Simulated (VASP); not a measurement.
Set up this calculation in VASP 6.6.1, as the native input.

```
Task                   : electric field gradients
Functional             : PBEsol
Potentials or basis    : VASP PAW PBE potentials, release 64 (Ba_sv, Ti_sv, O_h)
Cutoff                 : 1000 eV
k mesh                 : 7 × 7 × 7
Occupations            : fermi-dirac, width 0.03 eV
Spin                   : no spin polarisation
Dipole correction      : no
Further INCAR settings : ALGO = Normal; EDIFF = 1e-08; NBANDS = 28
```

The structure of BaTiO3 lies in POSCAR:

```
BaTiO3
1.0
    3.9457420220      0.0000000000      0.0000000000
    0.0000000000      3.9457420220      0.0000000000
    0.0000000000      0.0000000000      3.9636960459
Ba Ti O
1 1 3
Direct
    0.0000000000      0.0000000000      0.0000000000
    0.5000000000      0.5000000000      0.5000000000
    0.5000000000      0.5000000000      0.0000000000
    0.5000000000      0.0000000000      0.5000000000
    0.0000000000      0.5000000000      0.5000000000
```

The input as run:

INCAR

```
PREC     = Accurate       # precision mode
ENCUT    = 1000           # plane-wave cutoff, eV
EDIFF    = 1E-8           # SCF threshold, eV
ISMEAR   = -1             # smearing method
SIGMA    = 0.03           # smearing width, eV
LREAL    = False          # projectors in reciprocal space
LASPH    = True           # aspherical terms in the spheres
NELM     = 120            # most SCF steps
ALGO     = Normal         # electronic algorithm
ISIF     = 2              # what is computed and relaxed
LWAVE    = False          # write WAVECAR
LCHARG   = False          # write CHGCAR
GGA      = PS             # functional
LEFG     = True         
NBANDS   = 28             # bands
GGA_COMPAT= False
```

KPOINTS

```
Automatic mesh
0
Gamma
  7 7 7
```

Potentials or basis: VASP PAW PBE potentials, release 64 (Ba_sv, Ti_sv, O_h).

Command:

```console
$ cat potpaw_PBE.64/Ba_sv/POTCAR potpaw_PBE.64/Ti_sv/POTCAR potpaw_PBE.64/O_h/POTCAR > POTCAR
$ mpirun -np 1 vasp_std > vasp.out
```

It gave:

| Item | Value |
| --- | --- |
| Pressure | 4.7 GPa |
| Band gap on the k mesh | 1.84 eV (least direct gap 1.87 eV) |
| Largest electric field gradient by atom | Ba +0.8; Ti +4.2; O +21.0, +18.8 (each value once) V/Å² |

Caveat: the cell stands under pressure; without QUAD_EFG the Cq values of the log hold for a quadrupole moment of 1 mb, not for the nuclei; the PAW data sets were made with another functional, which shifts forces and pressure a little; spin-orbit coupling is left out, which moves the levels of the heavy elements.

Wall time 3.1 min on 1 thread of AMD EPYC 7R13 Processor (Zen 3), on a shared host, peak memory 0.36 GiB.
